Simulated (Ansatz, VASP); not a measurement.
# One calculation of O, two programs

File INCAR:

```
PREC = Accurate
ENCUT = 520
EDIFF = 1E-7
ISMEAR = 1
SIGMA = 0.02
LREAL = False
LASPH = True
NELM = 150
ALGO = Normal
ISIF = 2
LWAVE = False
LCHARG = False
ISPIN = 2
MAGMOM = 1 1
LORBIT = 11
GGA = PS
IBRION = 2
NSW = 80
EDIFFG = -0.03
```

The input KPOINTS:

```
Automatic mesh
0
Gamma
  1 1 1
```

The input POSCAR:

```
O
1.0
    9.0000000000      0.0000000000      0.0000000000
    0.0000000000      9.5000000000      0.0000000000
    0.0000000000      0.0000000000     10.0000000000
O
2
Direct
    0.5000000000      0.5000000000      0.4385000000
    0.5000000000      0.5000000000      0.5615000000
```

Input for Ansatz:

```yaml
crystal:
  lattice:
    - [9.0, 0.0, 0.0]
    - [0.0, 9.5, 0.0]
    - [0.0, 0.0, 10.0]
  atoms:
    - { symbol: O, position: [0.5, 0.5, 0.4385], spin: 1.0 }
    - { symbol: O, position: [0.5, 0.5, 0.5615], spin: 1.0 }
basis:
  ecutwfc: 571.4391111657479
kpoints:
  mp_grid:
    grid: [1, 1, 1]
hamiltonian:
  xc: pbesol
magnetization:
  spin_polarized: true
scf:
  occupations:
    method: cold
    width: 0.02
relax:
  f_tol: 0.03
output:
  stress: true
```

Alike in both runs: task relaxation of the atoms; functional PBEsol; k mesh 1 × 1 × 1; collinear spin.

|  | VASP | Ansatz |
| --- | --- | --- |
| version | VASP 6.6.1 | Ansatz 0.2.0 |
| potentials or method | VASP PAW PBE potentials, release 64 (O), cutoff 520 eV | plane waves, PAW |
| occupations | methfessel-paxton of order 1, width 0.02 eV | cold, width 0.02 eV |
| valence electrons in the cell | 12 | 12 |

```csv
,VASP,Ansatz,Ansatz less VASP
net moment per atom (μB),1.00,1.00,0.000
size of the moment on the site where the two differ most (μB),0.81,0.55,-0.258
```

VASP's potentials were made for PBE, not for PBEsol. Site moments also hang on the region over which each program counts them. Ansatz's warnings: end state compared, stress scf threshold loose.

Noted on VASP's run: the standard files for N, O and F lose accuracy on very short bonds.
